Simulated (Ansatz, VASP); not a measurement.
**Nb in VASP and in Ansatz**

```xyz
5
Lattice="4.5947 0.0000 0.0000 -2.2973 3.9791 0.0000 0.0000 0.0000 16.2777" Properties=species:S:1:pos:R:3 pbc="T T T"
Nb    3.4460    0.6632    6.5000
Nb   -1.1487    3.3159    7.2810
Nb    1.1487    1.9896    8.1388
Nb    3.4460    0.6632    8.9967
Nb   -1.1487    3.3159    9.7777
```

Alike in both runs: task single point; functional LDA; k mesh 8 × 8 × 1; occupations fermi-dirac, width 0.1 eV; no spin polarisation.

|  | VASP | Ansatz |
| --- | --- | --- |
| version | VASP 6.6.1 | Ansatz 0.2.0 |
| potentials or method | VASP PAW LDA potentials, release 64 (Nb_sv), cutoff 520 eV | all-electron LAPW, scalar-relativistic |

VASP gave:

```
rms of the force components (eV/Å) : 0.006
```

Question: What did Ansatz give for the same quantities?

Answer: rms of the force components (eV/Å): 0.000.

LDA's correlation is that of Perdew and Zunger in VASP and of Perdew and Wang (1992) in Ansatz. Atom by atom the forces differ by 0.006 eV/Å (rms over components). Ansatz ran all-electron here, and VASP with PAW potentials. Ansatz's warnings: vacuum density over bound.
